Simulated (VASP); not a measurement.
Write the native input for VASP 6.6.1 that does the following.

* Task: single point
* Functional: r2SCANh
* Potentials or basis: VASP PAW PBE potentials, release 64 (Fe)
* Cutoff: 520 eV
* k mesh: 6 × 6 × 4
* Occupations: fermi-dirac, width 0.05 eV
* Spin: collinear spin, ferromagnetic start
* Starting moments: [3.0, 3.0] μB
* Dipole correction: no
* Grid for exact exchange (PRECFOCK): Normal
* Further INCAR settings: ALGO = Normal; EDIFF = 1e-06; NBANDS = 19
* Share of exact exchange: 0.1

Crystal: Fe.

```
CELL_PARAMETERS angstrom
2.43416 0.00000 0.00000
-1.21708 2.10804 0.00000
0.00000 0.00000 3.84193
ATOMIC_POSITIONS crystal
Fe 0.66667 0.33333 0.75000
Fe 0.33333 0.66667 0.25000
```

This isn't the form of Fe at room conditions, which is bcc.

One way to write it, as run:

POSCAR

```
Fe
1.0
    2.4341575853      0.0000000000      0.0000000000
   -1.2170787927      2.1080423057      0.0000000000
    0.0000000000      0.0000000000      3.8419344700
Fe
2
Direct
    0.6666666667      0.3333333333      0.7500000000
    0.3333333333      0.6666666667      0.2500000000
```

INCAR.step1

```
  ALGO = Normal
  EDIFF = 1E-5
  ENCUT = 520
  GGA = PE
  ISIF = 2
  ISMEAR = -1
  ISPIN = 2
  LASPH = T
  LCHARG = F
  LMAXMIX = 4
  LORBIT = 11
  LREAL = F
  LWAVE = T
  MAGMOM = 3 3
  NBANDS = 19
  NELM = 150
  PREC = Accurate
  SIGMA = 0.05
```

INCAR.step2

```
  AEXX = 0.1
  ALGO = Normal
  EDIFF = 1E-6
  ENCUT = 520
  ISIF = 2
  ISMEAR = -1
  ISPIN = 2
  ISTART = 1
  LASPH = T
  LCHARG = F
  LHFCALC = T
  LMAXMIX = 4
  LMIXTAU = T
  LORBIT = 11
  LREAL = F
  LWAVE = F
  MAGMOM = 3 3
  METAGGA = R2SCAN
  NBANDS = 19
  NELM = 150
  PREC = Accurate
  PRECFOCK = Normal
  SIGMA = 0.05
```

KPOINTS

```
k-points
0
Gamma
  6 6 4
```

Potentials or basis: VASP PAW PBE potentials, release 64 (Fe).

Launch:

```bash
$ cat potpaw_PBE.64/Fe/POTCAR > POTCAR
$ cp INCAR.step1 INCAR
$ mpirun -np 1 vasp_std > vasp.out
$ cp INCAR.step2 INCAR
$ mpirun -np 1 vasp_std > vasp.out
```

It gave:

```json
{
  "Pressure": "-4.4 GPa",
  "Net moment": "0.56 μB per cell",
  "Site moments": "Fe +0.28 μB",
  "Valence electrons inside the program's atomic spheres": "Fe 7.63"
}
```

Caveat: the k points lie up to 0.50 Å⁻¹ apart; the PAW data sets were made with another functional, which shifts forces and pressure a little.

It took 2.2 h on 1 thread of Intel(R) Xeon(R) Platinum 8559C (Emerald Rapids), with other jobs on the host, peak memory 0.17 GiB.
